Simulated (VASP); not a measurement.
Here is a VASP 6.6.1 calculation.

The input INCAR:

```
  ALGO = Normal
  EDIFF = 1E-6
  ENCUT = 520
  GGA = PE
  ISIF = 2
  ISMEAR = 0
  LASPH = True
  LCHARG = False
  LREAL = False
  LWAVE = False
  NBANDS = 20
  NELM = 80
  PREC = Accurate
  SIGMA = 0.1
```

Contents of KPOINTS:

```
k-points
0
Gamma
  10 10 6
```

POSCAR

```
BeAlS3
1.0
    4.3172803649      0.0000000000      0.0000000000
    0.0000000000      4.3172803649      0.0000000000
    0.0000000000      0.0000000000      6.5586869185
Be Al S
1 1 3
Direct
    0.0000000000      0.0000000000      0.6888994886
    0.5000000000      0.5000000000      0.4584814310
    0.5000000000      0.5000000000      0.1277190146
    0.5000000000      0.0000000000      0.6264500179
    0.0000000000      0.5000000000      0.6264500179
```

Potentials or basis: VASP PAW PBE potentials, release 64 (Be, Al, S).

Run with:

```bash
$ cat potpaw_PBE.64/Be/POTCAR potpaw_PBE.64/Al/POTCAR potpaw_PBE.64/S/POTCAR > POTCAR
$ mpirun -np 1 vasp_std > vasp.out
```

Q: Predict the pressure.

A: -0.1 GPa.

Q: What does it give for the largest force?

A: 0.020 eV/Å.

Forces in eV/Å, atoms in the order of the input:
```
Be   0.000  0.000 -0.007
Al   0.000  0.000 -0.012
S    0.000  0.000  0.020
S    0.000  0.000 -0.001
S    0.000  0.000 -0.001
```

Caveat: this functional lacks dispersion, which binds the layers, so the pressure and a relaxed spacing across them are unreliable.
